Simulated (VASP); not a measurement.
Here is a VASP 6.6.1 calculation.

INCAR

```
  PREC = Accurate
  ENCUT = 520
  EDIFF = 1E-6
  ISMEAR = -1
  SIGMA = 0.02
  LREAL = False
  LASPH = True
  NELM = 60
  ALGO = Normal
  ISIF = 2
  LWAVE = False
  LCHARG = False
  GGA = PE
  NBANDS = 16
```

Contents of KPOINTS:

```
Automatic mesh
0
Gamma
  8 8 8
```

POSCAR

```
AgCl
1.0
    0.0000000000      2.7545376942      2.7545376942
    2.7545376942      0.0000000000      2.7545376942
    2.7545376942      2.7545376942      0.0000000000
Ag Cl
1 1
Direct
    0.5000000000      0.5000000000      0.5000000000
    0.0000000000      0.0000000000      0.0000000000
```

Potentials or basis: VASP PAW PBE potentials, release 64 (Ag, Cl).

The run is started by

```console
$ cat potpaw_PBE.64/Ag/POTCAR potpaw_PBE.64/Cl/POTCAR > POTCAR
$ mpirun -np 1 vasp_std > vasp.out
```

**Question.** Predict the pressure.

**Answer.** 2.5 GPa.

**Question.** Estimate the band gap on the k mesh.

**Answer.** 0.90 eV, indirect (least direct gap 3.25 eV).

 A k mesh can miss the band edges.
